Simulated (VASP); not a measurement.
A run of VASP 6.6.1:

The input INCAR:

```
SYSTEM = Nb
  ALGO = Normal
  EDIFF = 1E-7
  EDIFFG = -0.01
  ENCUT = 600
  GGA = PS
  IBRION = 2
  ISIF = 3
  ISMEAR = 1
  LASPH = .True.
  LCHARG = .False.
  LREAL = .False.
  LWAVE = .False.
  NELM = 80
  NSW = 80
  PREC = Accurate
  SIGMA = 0.05
```

File KPOINTS:

```
k-points
0
Gamma
  9 9 9
  0 0 0
```

The input POSCAR:

```
Nb
1.0
   -1.6639500000      1.6639500000      1.6639500000
    1.6639500000     -1.6639500000      1.6639500000
    1.6639500000      1.6639500000     -1.6639500000
Nb
1
Direct
    0.0000000000      0.0000000000      0.0000000000
```

Potentials or basis: VASP PAW PBE potentials, release 64 (Nb_sv).

The run is started by

```console
$ cat potpaw_PBE.64/Nb_sv/POTCAR > POTCAR
$ mpirun -np 1 vasp_std > vasp.out
```

Hardware: 1 thread of Intel Xeon 8259CL (shared host).

Task: How long does it take, and how much memory?

Result: Run time: 33 s on 1 thread of Intel Xeon 8259CL, on a shared host, peak memory 0.15 GiB. Counts: scf iterations 41, k points 35, ion steps 4.
